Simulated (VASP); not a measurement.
## BN: single point with PBEsol

Crystal: BN.

```
CELL_PARAMETERS angstrom
7.21159 0.00000 0.00000
0.00000 7.21159 0.00000
0.00000 0.00000 7.21159
ATOMIC_POSITIONS crystal
B 0.00000 0.00000 0.00000
B 0.00000 0.00000 0.50000
B 0.00000 0.50000 0.00000
B 0.00000 0.50000 0.50000
B 0.50000 0.00000 0.00000
B 0.50000 0.00000 0.50000
B 0.50000 0.50000 0.00000
B 0.50000 0.50000 0.50000
B 0.25000 0.25000 0.00000
B 0.25000 0.25000 0.50000
B 0.25000 0.75000 0.00000
B 0.25000 0.75000 0.50000
B 0.75000 0.25000 0.00000
B 0.75000 0.25000 0.50000
B 0.75000 0.75000 0.00000
B 0.75000 0.75000 0.50000
B 0.25000 0.00000 0.25000
B 0.25000 0.00000 0.75000
B 0.25000 0.50000 0.25000
B 0.25000 0.50000 0.75000
B 0.75000 0.00000 0.25000
B 0.75000 0.00000 0.75000
B 0.75000 0.50000 0.25000
B 0.75000 0.50000 0.75000
B 0.00000 0.25000 0.25000
B 0.00000 0.25000 0.75000
B 0.00000 0.75000 0.25000
B 0.00000 0.75000 0.75000
B 0.50000 0.25000 0.25000
B 0.50000 0.25000 0.75000
B 0.50000 0.75000 0.25000
B 0.50000 0.75000 0.75000
N 0.12500 0.12500 0.12500
N 0.12500 0.12500 0.62500
N 0.12500 0.62500 0.12500
N 0.12500 0.62500 0.62500
N 0.62500 0.12500 0.12500
N 0.62500 0.12500 0.62500
N 0.62500 0.62500 0.12500
N 0.62500 0.62500 0.62500
N 0.37500 0.37500 0.12500
N 0.37500 0.37500 0.62500
N 0.37500 0.87500 0.12500
N 0.37500 0.87500 0.62500
N 0.87500 0.37500 0.12500
N 0.87500 0.37500 0.62500
N 0.87500 0.87500 0.12500
N 0.87500 0.87500 0.62500
N 0.37500 0.12500 0.37500
N 0.37500 0.12500 0.87500
N 0.37500 0.62500 0.37500
N 0.37500 0.62500 0.87500
N 0.87500 0.12500 0.37500
N 0.87500 0.12500 0.87500
N 0.87500 0.62500 0.37500
N 0.87500 0.62500 0.87500
N 0.12500 0.37500 0.37500
N 0.12500 0.37500 0.87500
N 0.12500 0.87500 0.37500
N 0.12500 0.87500 0.87500
N 0.62500 0.37500 0.37500
N 0.62500 0.37500 0.87500
N 0.62500 0.87500 0.37500
N 0.62500 0.87500 0.87500
```

```
Program             : VASP 6.6.1
Task                : single point
Functional          : PBEsol
Potentials or basis : VASP PAW PBE potentials, release 64 (B, N)
Cutoff              : 520 eV
k mesh              : 1 × 1 × 1, shifted
Occupations         : fermi-dirac, width 0.05 eV
Spin                : no spin polarisation
```

```
Pressure               : 0.6 GPa
Band gap on the k mesh : 5.83 eV
```

Levels at points of the mesh, in eV from the valence-band top:
```tsv
k point	band 126	band 127	band 128	band 129	band 130	band 131
(0.25, 0.25, 0.25)	-0.82	0.00	0.00	5.83	5.83	5.83
```

Run time: 3.9 min on 1 thread of AMD EPYC 9R45 96-Core Processor (Zen 5), on a shared host, peak memory 0.44 GiB.

Caveat: the PAW data sets were made with another functional, which shifts forces and pressure a little; a shifted mesh leaves out Γ, where band edges can lie. A k mesh can miss the band edges.
